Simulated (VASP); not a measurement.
Runs of VASP 6.6.1 on AlNi3. The structure is that of space group Fm-3m (No. 225), or close to it. The cells are those of the table. 

| cell | gap on the mesh (eV) | pressure (GPa) |
| --- | --- | --- |
| a = 4.085 Å, angles 60.0°, 4 atoms | none | (c) |
| a = 3.918 Å, angles 60.0°, 4 atoms | none | 6.6 |
| a = 3.997 Å, angles 60.0°, 4 atoms | none | -5.4 |
| a = 3.877 Å, angles 60.0°, 4 atoms | none | 14.3 |
| a = 3.835 Å, angles 60.0°, 4 atoms | none | 23.4 |
| a = 4.035 Å, angles 60.0°, 4 atoms | none | (b) |
| a = 3.962 Å, angles 60.0°, 4 atoms | none | -0.6 |
| a = 3.792 Å, angles 60.0°, 4 atoms | none | 34.1 |
| a = 3.958 Å, angles 60.0°, 4 atoms | none | (a) |

Alike in all rows: task single point; level PBEsol; potentials or basis VASP PAW PBE potentials, release 64 (Al, Ni); no spin polarisation; k mesh 14 × 14 × 14; cutoff (eV) 520; smearing gaussian 0.1 eV.

Task: Estimate the missing entries.

Result: (a) 0.1; (b) -10.0; (c) -15.2.

Caveats: the PAW data sets were made with another functional, which shifts forces and pressure a little; the cell stands under pressure (at least some runs); the cell stands under tension (at least some runs).

A gap of «none» marks levels without a gap at the run's occupations.
